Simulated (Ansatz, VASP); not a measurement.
SiC in VASP and in Ansatz

```
CELL_PARAMETERS angstrom
3.09410 0.00000 0.00000
-1.54705 2.67957 0.00000
0.00000 0.00000 10.12928
ATOMIC_POSITIONS crystal
Si 0.00000 0.00000 0.99991
Si 0.33333 0.66667 0.24985
Si 0.66667 0.33333 0.49991
Si 0.33333 0.66667 0.74985
C 0.00000 0.00000 0.18794
C 0.33333 0.66667 0.43730
C 0.66667 0.33333 0.68794
C 0.33333 0.66667 0.93730
```

Alike in both runs: functional PBE; k mesh 12 × 12 × 3; no spin polarisation.

Ansatz relaxed the structure, and its values are those at the end. VASP's run is a single point on that final structure, the one shown.

|  | VASP | Ansatz |
| --- | --- | --- |
| version | VASP 6.6.1 | Ansatz 0.2.0 |
| potentials or method | VASP PAW PBE potentials, release 64 (Si, C), cutoff 520 eV | scalar-relativistic, plane waves, PAW |
| occupations | gaussian, width 0.01 eV | fixed |
| valence electrons in the cell | 32 | 32 |

```tsv
	VASP	Ansatz	Ansatz less VASP
gap on the k mesh at the Fermi level (eV)	2.22	2.22	+0.001
least direct gap on the mesh (eV)	3.34	3.34	+0.002
pressure (GPa)	0.0	0.0	+0.04
```
